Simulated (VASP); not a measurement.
Set up this calculation in VASP 6.6.1, as the native input.

```
Task                   : single point
Functional             : PBE
Potentials or basis    : VASP PAW PBE potentials, release 64 (Nd_3, Zr_sv, S), 4f in core
Cutoff                 : 500 eV
k mesh                 : 12 × 12 × 6
Occupations            : gaussian, width 0.1 eV
Spin                   : no spin polarisation
Dipole correction      : no
Further INCAR settings : ALGO = Normal; EDIFF = 1e-06; NBANDS = 26
```

The structure of NdZrS2 lies in POSCAR:

```
NdZrS2
1.0
    3.6262103527      0.0000000000      0.0000000000
   -1.8131051763      3.1403902849      0.0000000000
    0.0000000000      0.0000000000      7.3092275676
Nd Zr S
1 1 2
Direct
    0.6666666667      0.3333333333      0.5000000000
    0.6666666667      0.3333333333      0.0000000000
    0.3333333333      0.6666666667      0.2229939308
    0.3333333333      0.6666666667      0.7770060692
```

One way to write it, as run:

INCAR

```
PREC = Accurate ; ENCUT = 500
EDIFF = 1E-6 ; ISMEAR = 0
SIGMA = 0.1 ; LREAL = False
LASPH = True ; NELM = 200
ALGO = Normal ; ISIF = 2
LWAVE = False ; LCHARG = True
GGA = PE ; LELF = True
LVHAR = True ; NBANDS = 26
GGA_COMPAT = False ; LMAXMIX = 6
```

KPOINTS

```
Automatic mesh
0
Gamma
  12 12 6
```

Potentials or basis: VASP PAW PBE potentials, release 64 (Nd_3, Zr_sv, S), 4f in core.

Launch:

```sh
$ cat potpaw_PBE.64/Nd_3/POTCAR potpaw_PBE.64/Zr_sv/POTCAR potpaw_PBE.64/S/POTCAR > POTCAR
$ mpirun -np 1 vasp_std > vasp.out
```

It gave:

The pressure is 0.0 GPa, the largest force is 0.003 eV/Å and the band gap on the k mesh is zero (an odd number of electrons rules out a gap without spin polarisation).

Caveat: spin-orbit coupling is left out, which moves the levels of the heavy elements; the 4f electrons are frozen in the core, so they carry no moment and show no levels; the run has no spin polarisation, though such a crystal can be magnetic.

Wall time 98 s on 1 thread of Intel(R) Xeon(R) Platinum 8559C (Emerald Rapids) (shared host), peak memory 0.3 GiB.
